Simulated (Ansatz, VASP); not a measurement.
## Two plane-wave programs on Zr

File POSCAR:

```
Zr
1.0
    3.1854878324      0.0000000000      0.0000000000
   -1.5927439162      2.7587133863      0.0000000000
    0.0000000000      0.0000000000      5.0794820601
Zr
2
Direct
    0.3333333333      0.6666666667      0.2500000000
    0.6666666667      0.3333333333      0.7500000000
```

File INCAR.step1:

```
SYSTEM = Zr
  PREC = Accurate
  ENCUT = 520
  ISMEAR = -1
  SIGMA = 0.1
  LREAL = .False.
  LASPH = .True.
  NELM = 80
  NBANDS = 19
  GGA = PE
  ALGO = Normal
  EDIFF = 1E-4
  LWAVE = .True.
  LCHARG = .False.
```

Contents of INCAR.step2:

```
SYSTEM = Zr
  PREC = Accurate
  ENCUT = 520
  EDIFF = 1E-7
  ISMEAR = -1
  SIGMA = 0.1
  LREAL = .False.
  LASPH = .True.
  NELM = 80
  ALGO = Normal
  ISIF = 2
  LWAVE = .False.
  LCHARG = .False.
  METAGGA = R2SCAN
  LMIXTAU = .True.
  NBANDS = 19
  ISTART = 1
```

The input KPOINTS:

```
regular mesh
0
Gamma
  15 15 8
  0 0 0
```

Input for Ansatz:

```yaml
crystal:
  lattice:
    - [3.1854878271, 0.0, 0.0]
    - [-1.5927439135, 2.7587133817, 0.0]
    - [0.0, 0.0, 5.0794820702]
  atoms:
    - { symbol: Zr, position: [0.3333333333, 0.6666666667, 0.25] }
    - { symbol: Zr, position: [0.6666666667, 0.3333333333, 0.75] }
basis:
  ecutwfc: 500
kpoints:
  mp_grid: { grid: [15, 15, 8] }
  band_path:
    path:
      - [[0.0, 0.0, 0.0], [0.5, 0.0, 0.0], [0.33333333, 0.33333333, 0.0], [0.0, 0.0, 0.0], [0.0, 0.0, 0.5], [0.5, 0.0, 0.5], [0.33333333, 0.33333333, 0.5], [0.0, 0.0, 0.5]]
      - [[0.5, 0.0, 0.5], [0.5, 0.0, 0.0]]
      - [[0.33333333, 0.33333333, 0.5], [0.33333333, 0.33333333, 0.0]]
    npoints: 12
hamiltonian:
  xc: r2scan
scf:
  occupations: { method: fermi_dirac, width: 0.1 }
  n_extra_bands: 6
output:
  forces: true
  stress: true
  eigenvalues: true
```

Alike in both runs: task single point; functional r2SCAN; k mesh 15 × 15 × 8; occupations fermi-dirac, width 0.1 eV; no spin polarisation.

|  | VASP | Ansatz |
| --- | --- | --- |
| version | VASP 6.6.1 | Ansatz 0.2.0 |
| potentials or method | VASP PAW PBE potentials, release 64 (Zr_sv), cutoff 520 eV | scalar-relativistic, plane waves, PAW |
| valence electrons in the cell | 24 | 24 |

```csv
,VASP,Ansatz,Ansatz less VASP
gap on the k mesh at the Fermi level (eV),none,none,-
pressure (GPa),5.3,5.3,-0.01
```

VASP's potentials were made for PBE, not for r2SCAN. A gap of «none» marks a metal or a gap that the smearing closes. The functional is the same, so the differences come from potentials, cutoffs and numerics.
